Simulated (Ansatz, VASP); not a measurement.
## KTaO3: VASP beside Ansatz

```
CELL_PARAMETERS angstrom
4.06652 0.00000 0.00000
0.00000 4.06652 0.00000
0.00000 0.00000 4.06652
ATOMIC_POSITIONS crystal
Ta 0.00000 0.00000 0.00000
K 0.50000 0.50000 0.50000
O 0.00000 0.00000 0.50000
O 0.00000 0.50000 0.00000
O 0.50000 0.00000 0.00000
```

Change from the starting cell: volume scaled by 1.06.

Alike in both runs: task single point; functional PBE; k mesh 7 × 7 × 7; occupations fermi-dirac, width 0.05 eV; no spin polarisation.

|  | VASP | Ansatz |
| --- | --- | --- |
| version | VASP 6.6.1 | Ansatz 0.2.0 |
| potentials or method | VASP PAW PBE potentials, release 64 (Ta_pv, K_sv, O), cutoff 520 eV | all-electron LAPW, scalar-relativistic |

VASP gave:

```
gap on the k mesh at the Fermi level (eV) : 2.10
least direct gap on the mesh (eV)         : 2.68
pressure (GPa)                            : -5.0
```

Problem. Which values does Ansatz return?

Solution. gap on the k mesh at the Fermi level (eV): 2.15; least direct gap on the mesh (eV): 2.72; pressure (GPa): -5.3.

Ansatz ran all-electron here, and VASP with PAW potentials.

Neither program's run includes spin-orbit coupling.
